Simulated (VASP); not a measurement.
## Li2Pd: single point with PBE

System: Li2Pd, a sheet with vacuum.

```
Li Pd
1.0
     4.31531    0.00000    0.00000
    -2.15765    3.73717    0.00000
     0.00000    0.00000   26.53190
Li Pd
2 1
Direct
  0.33333 0.66667 0.31955
  0.66667 0.33333 0.31955
  0.00000 0.00000 0.29121
```

```json
{
  "Program": "VASP 6.6.1",
  "Task": "single point",
  "Functional": "PBE",
  "Potentials or basis": "VASP PAW PBE potentials, release 64 (Li_sv, Pd)",
  "Cutoff": "520 eV",
  "k mesh": "6 × 6 × 1",
  "Occupations": "gaussian, width 0.1 eV",
  "Spin": "no spin polarisation",
  "Dipole correction": "yes",
  "Further INCAR settings": "ALGO = Normal; EDIFF = 1e-07; NBANDS = 15"
}
```

| Item | Value |
| --- | --- |
| Largest force | 0.008 eV/Å |
| Band gap on the k mesh | 1.02 eV |
| Ionisation potential of the upper face | 4.12 eV |

Forces on the atoms (eV/Å):
```
Li   0.000  0.000 -0.004
Li   0.000  0.000 -0.004
Pd   0.000  0.000  0.008
```

Levels at points of the mesh, in eV from the valence-band top:
| k point | band 6 | band 7 | band 8 | band 9 | band 10 | band 11 |
| --- | --- | --- | --- | --- | --- | --- |
| (0.00, 0.00, 0.00) | -0.73 | -0.69 | -0.69 | 1.26 | 3.90 | 4.44 |
| (0.50, 0.00, 0.00) | -0.82 | -0.62 | 0.00 | 1.02 | 3.40 | 3.80 |

Wall time 3.1 min on 1 thread of AMD EPYC 7R13, on a shared host, peak memory 0.46 GiB.
